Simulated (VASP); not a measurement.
Input of a VASP 6.6.1 run:

Contents of INCAR:

```
SYSTEM = WSe2
PREC = Accurate
ENCUT = 520
EDIFF = 1E-6
ISMEAR = 0
SIGMA = 0.05
LREAL = .FALSE.
LASPH = .TRUE.
NELM = 100
ALGO = Normal
ISIF = 2
LWAVE = .FALSE.
LCHARG = .FALSE.
GGA = PS
NBANDS = 35
```

Contents of KPOINTS:

```
Automatic mesh
0
G
  12 12 2
  0 0 0
```

Contents of POSCAR:

```
WSe2
1.0
    3.0743772234      0.0000000000      0.0000000000
   -1.5371886117      2.8324348684      0.0000000000
    0.0000000000      0.0000000000     23.9834862109
W Se
2 4
Direct
    0.6666666667      0.3333333333      0.1376486583
    0.3333333333      0.6666666667      0.8623513417
    0.3333333333      0.6666666667      0.2073654518
    0.6666666667      0.3333333333      0.9321646899
    0.3333333333      0.6666666667      0.0678353101
    0.6666666667      0.3333333333      0.7926345482
```

Potentials or basis: VASP PAW PBE potentials, release 64 (W_sv, Se).

The run is started by

```sh
$ cat potpaw_PBE.64/W_sv/POTCAR potpaw_PBE.64/Se/POTCAR > POTCAR
$ mpirun -np 1 vasp_std > vasp.out
```

Question: Predict the largest force.

Answer: 0.878 eV/Å.

Question: What does it give for the band gap on the k mesh?

Answer: 1.34 eV (least direct gap 1.98 eV).

Forces on the atoms (eV/Å):
```
W    0.000 -0.553 -0.002
W    0.000  0.553  0.002
Se   0.000  0.278  0.832
Se   0.000 -0.277  0.819
Se   0.000  0.277 -0.819
Se   0.000 -0.278 -0.832
```

Caveat: the cell differs from its parent crystal (strain -0.0600 x Voigt [1, 0, 0, 0, 0, 0]); there is no dipole correction, which matters where the two faces differ; the PAW data sets were made with another functional, which shifts forces and pressure a little; spin-orbit coupling is left out, which moves the levels of the heavy elements.
